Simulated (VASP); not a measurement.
Wanted: the native input for a VASP 6.6.1 run.

- Task: single point
- Functional: HSE06
- Potentials or basis: VASP PAW PBE potentials, release 64 (Mg, S)
- Cutoff: 520 eV
- k mesh: 6 × 6 × 6
- Occupations: gaussian, width 0.01 eV
- Spin: no spin polarisation
- Dipole correction: no
- Grid for exact exchange (PRECFOCK): Normal
- Further INCAR settings: ALGO = Normal; EDIFF = 1e-06; NBANDS = 11
- Screening parameter: 0.2079 1/Å

The system is MgS.

```
Mg S
1.0
     0.00000    2.47144    2.47144
     2.47144    0.00000    2.47144
     2.47144    2.47144    0.00000
Mg S
1 1
Direct
  0.00000 0.00000 0.00000
  0.50000 0.50000 0.50000
```

This cell differs from its parent crystal: strain -5.0%.

These files were run (other wordings do the same):

POSCAR

```
MgS
1.0
    0.0000000000      2.4714420402      2.4714420402
    2.4714420402      0.0000000000      2.4714420402
    2.4714420402      2.4714420402      0.0000000000
Mg S
1 1
Direct
    0.0000000000      0.0000000000      0.0000000000
    0.5000000000      0.5000000000      0.5000000000
```

INCAR.step1

```
ALGO = Normal
EDIFF = 1E-5
ENCUT = 520
GGA = PE
ISIF = 2
ISMEAR = 0
LASPH = True
LREAL = False
LWAVE = True
NBANDS = 11
NELM = 100
PREC = Accurate
SIGMA = 0.01
```

INCAR.step2

```
ALGO = Normal
EDIFF = 1E-6
ENCUT = 520
GGA = PE
HFSCREEN = 0.2079
ISIF = 2
ISMEAR = 0
ISTART = 1
LASPH = True
LCHARG = True
LELF = True
LHFCALC = True
LREAL = False
LVHAR = True
LWAVE = False
NBANDS = 11
NELM = 100
PREC = Accurate
PRECFOCK = Normal
SIGMA = 0.01
```

KPOINTS

```
k-points
0
Gamma
  6 6 6
```

Potentials or basis: VASP PAW PBE potentials, release 64 (Mg, S).

Run with:

```sh
$ cat potpaw_PBE.64/Mg/POTCAR potpaw_PBE.64/S/POTCAR > POTCAR
$ cp INCAR.step1 INCAR
$ mpirun -np 1 vasp_std > vasp.out
$ cp INCAR.step2 INCAR
$ mpirun -np 1 vasp_std > vasp.out
```

It gave:

```json
{"Pressure": "15.8 GPa", "Band gap on the k mesh": "4.11 eV, indirect (least direct gap 6.23 eV)"}
```

Caveat: the cell differs from its parent crystal (strain -5.0%); the PAW data sets were made with another functional, which shifts forces and pressure a little.

Run time: 10 min on 1 thread of Intel Xeon 6975P-C, with other jobs on the host, peak memory 0.27 GiB.
